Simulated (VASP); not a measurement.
Input of a VASP 6.6.1 run:

Contents of INCAR:

```
SYSTEM = Gd
PREC = Accurate
ENCUT = 520
EDIFF = 1E-6
ISMEAR = -1
SIGMA = 0.05
LREAL = .False.
LASPH = .True.
NELM = 150
ALGO = Normal
ISIF = 2
LWAVE = .False.
LCHARG = .True.
ISPIN = 2
MAGMOM = 7.214 7.214
LORBIT = 11
LMAXMIX = 6
GGA = CA
LELF = .True.
LVHAR = .True.
NBANDS = 29
```

Contents of KPOINTS:

```
Automatic mesh
0
Gamma
  10 10 6
  0 0 0
```

File POSCAR:

```
Gd
1.0
    3.4841536640      0.0000000000      0.0000000000
   -1.7420768320      3.0173655837      0.0000000000
    0.0000000000      0.0000000000      5.5867162136
Gd
2
Direct
    0.3333333333      0.6666666667      0.2500000000
    0.6666666667      0.3333333333      0.7500000000
```

Potentials or basis: VASP PAW PBE potentials, release 64 (Gd).

Launch:

```console
$ cat potpaw_PBE.64/Gd/POTCAR > POTCAR
$ mpirun -np 1 vasp_std > vasp.out
```

Problem. What does it give for the site moments?

Solution. Gd +6.89 μB.

Problem. Estimate the net moment.

Solution. 14.64 μB per cell.

Problem. Estimate the pressure.

Solution. -0.1 GPa.

Caveat: the PAW data sets were made with another functional, which shifts forces and pressure a little. The state reached can hang on the start; a lower one may exist.
